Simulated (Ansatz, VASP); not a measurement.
Given: the input of a run of Ansatz 0.2.0 on BP.

input.yaml

```yaml
crystal:
  lattice:
    - [0.0, 2.269, 2.269]
    - [2.269, 0.0, 2.269]
    - [2.269, 2.269, 0.0]
  atoms:
    - { symbol: P, position: [0.75, 0.75, 0.75] }
    - { symbol: B, position: [0.0, 0.0, 0.0] }
hamiltonian:
  xc:
    exchange: pbe
    correlation: pbe
    exx: { coeff: 0.35, omega: 0.2078699 }
  pseudopotentials: { kind: paw }
kpoints:
  mp_grid: { grid: [6, 6, 6] }
scf:
  occupations: { method: fermi_dirac, width: 0.05 }
output:
  forces: true
  stress: true
  eigenvalues: true
```

Potentials or basis: Ansatz PAW.

Run with:

```sh
$ ansatz run input.yaml --threads 1 --pin off --max-ram 3584MiB --backend cpu --events-out ev --progress --plain --runs-dir out
```

**Question.** Translate it to VASP 6.6.1. Potentials there: VASP PAW PBE potentials, release 64 (P, B).

**Answer.** As run (the cutoff follows the program's own potentials):

POSCAR

```
BP
1.0
    0.0000000000      2.2690000000      2.2690000000
    2.2690000000      0.0000000000      2.2690000000
    2.2690000000      2.2690000000      0.0000000000
P B
1 1
Direct
    0.7500000000      0.7500000000      0.7500000000
    0.0000000000      0.0000000000      0.0000000000
```

INCAR.step1

```
SYSTEM = BP
  ALGO = Normal
  EDIFF = 1E-5
  ENCUT = 520
  GGA = PE
  ISIF = 2
  ISMEAR = -1
  LASPH = .TRUE.
  LREAL = .FALSE.
  LWAVE = .TRUE.
  NBANDS = 11
  NELM = 80
  PREC = Accurate
  SIGMA = 0.05
```

INCAR.step2

```
SYSTEM = BP
  AEXX = 0.35
  ALGO = Normal
  EDIFF = 1E-6
  ENCUT = 520
  GGA = PE
  HFSCREEN = 0.2078699
  ISIF = 2
  ISMEAR = -1
  ISTART = 1
  LASPH = .TRUE.
  LCHARG = .TRUE.
  LELF = .TRUE.
  LHFCALC = .TRUE.
  LREAL = .FALSE.
  LVHAR = .TRUE.
  LWAVE = .FALSE.
  NBANDS = 11
  NELM = 80
  PREC = Accurate
  PRECFOCK = Normal
  SIGMA = 0.05
```

File KPOINTS:

```
k-points
0
G
  6 6 6
  0 0 0
```

Potentials or basis: VASP PAW PBE potentials, release 64 (P, B).

Command:

```sh
$ cat potpaw_PBE.64/P/POTCAR potpaw_PBE.64/B/POTCAR > POTCAR
$ cp INCAR.step1 INCAR
$ mpirun -np 1 vasp_std > vasp.out
$ cp INCAR.step2 INCAR
$ mpirun -np 1 vasp_std > vasp.out
```

Both were run:

|  | VASP | Ansatz | Ansatz less VASP |
| --- | --- | --- | --- |
| gap on the k mesh at the Fermi level (eV) | 2.37 | 2.38 | +0.003 |
| least direct gap on the mesh (eV) | 4.73 | 4.74 | +0.007 |
| pressure (GPa) | -3.2 | -2.5 | +0.69 |

VASP's potentials were made for PBE, not for PBE-based screened hybrid. The functional is the same, so the differences come from potentials, cutoffs and numerics.
